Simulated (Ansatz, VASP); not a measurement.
**Ga in VASP and in Ansatz**

```
CELL_PARAMETERS angstrom
2.22487 -3.77074 0.00000
2.22487 3.77074 0.00000
0.00000 0.00000 4.45566
ATOMIC_POSITIONS crystal
Ga 0.15250 0.84750 0.07850
Ga 0.65250 0.34750 0.42150
Ga 0.84750 0.15250 0.92150
Ga 0.34750 0.65250 0.57850
```

Change from the starting cell: volume scaled by 0.96, crystal datasets.

Alike in both runs: task electric field gradients; functional PBE; k mesh 9 × 9 × 8; occupations fermi-dirac, width 0.05 eV; no spin polarisation.

|  | VASP | Ansatz |
| --- | --- | --- |
| version | VASP 6.6.1 | Ansatz 0.2.0 |
| potentials or method | VASP PAW PBE potentials, release 64 (Ga_d), cutoff 520 eV | all-electron PAW with datasets made for the crystal, scalar-relativistic |

Ansatz gave:

```
pressure (GPa)                                                : 5.0
traceless stress, the component that is largest in VASP (GPa) : 2.07
rms of the force components (eV/Å)                            : 0.268
size of Vzz on the site where it differs most (V/Å²)          : 57.1
```

Task: What did VASP give for the same quantities?

Result: Pressure (GPa): 5.2; traceless stress, the component that is largest in VASP (GPa): 2.10; rms of the force components (eV/Å): 0.267; size of Vzz on the site where it differs most (V/Å²): 54.5.

Atom by atom the forces differ by 0.001 eV/Å (rms over components). Ansatz ran all-electron here, and VASP with PAW potentials.
